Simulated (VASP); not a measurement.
Wanted: the native input for a VASP 6.6.1 run.

- Task: single point
- Functional: PBEsol
- Potentials or basis: VASP PAW PBE potentials, release 64 (Si, Ni)
- Cutoff: 520 eV
- k mesh: 14 × 14 × 14
- Occupations: gaussian, width 0.15 eV
- Spin: no spin polarisation
- Dipole correction: no
- Further INCAR settings: ALGO = Fast; EDIFF = 1e-06; NBANDS = 25

The structure of SiNi3 lies in POSCAR:

```
SiNi3
1.0
    3.6343080480      0.0000000000      0.0000000000
    0.0000000000      3.6343080480      0.0000000000
    0.0000000000      0.0000000000      3.2881834720
Si Ni
1 3
Direct
    0.0000000000      0.0000000000      0.0000000000
    0.0000000000      0.5000000000      0.5000000000
    0.5000000000      0.0000000000      0.5000000000
    0.5000000000      0.5000000000      0.0000000000
```

This cell differs from its parent crystal: strain +0.050 along x and y, -0.050 along z.

One way to write it, as run:

INCAR

```
SYSTEM = SiNi3
PREC = Accurate
ENCUT = 520
EDIFF = 1E-6
ISMEAR = 0
SIGMA = 0.15
LREAL = .FALSE.
LASPH = .TRUE.
NELM = 100
ALGO = Fast
ISIF = 2
LWAVE = .FALSE.
LCHARG = .FALSE.
GGA = PS
NBANDS = 25
```

KPOINTS

```
regular mesh
0
G
  14 14 14
  0 0 0
```

Potentials or basis: VASP PAW PBE potentials, release 64 (Si, Ni).

Launch:

```console
$ cat potpaw_PBE.64/Si/POTCAR potpaw_PBE.64/Ni/POTCAR > POTCAR
$ mpirun -np 1 vasp_std > vasp.out
```

Results of the run:

```yaml
Pressure: -9.1 GPa
Band_gap_on_the_k_mesh: zero (bands 17 and 18 overlap by 0.51 eV)
```

Caveat: the cell differs from its parent crystal (strain +0.050 along x and y, -0.050 along z); the cell stands under tension; the PAW data sets were made with another functional, which shifts forces and pressure a little.

Run time: 2.3 min on 1 thread of Intel(R) Xeon(R) 6975P-C (Granite Rapids), with other jobs on the host, peak memory 0.35 GiB.
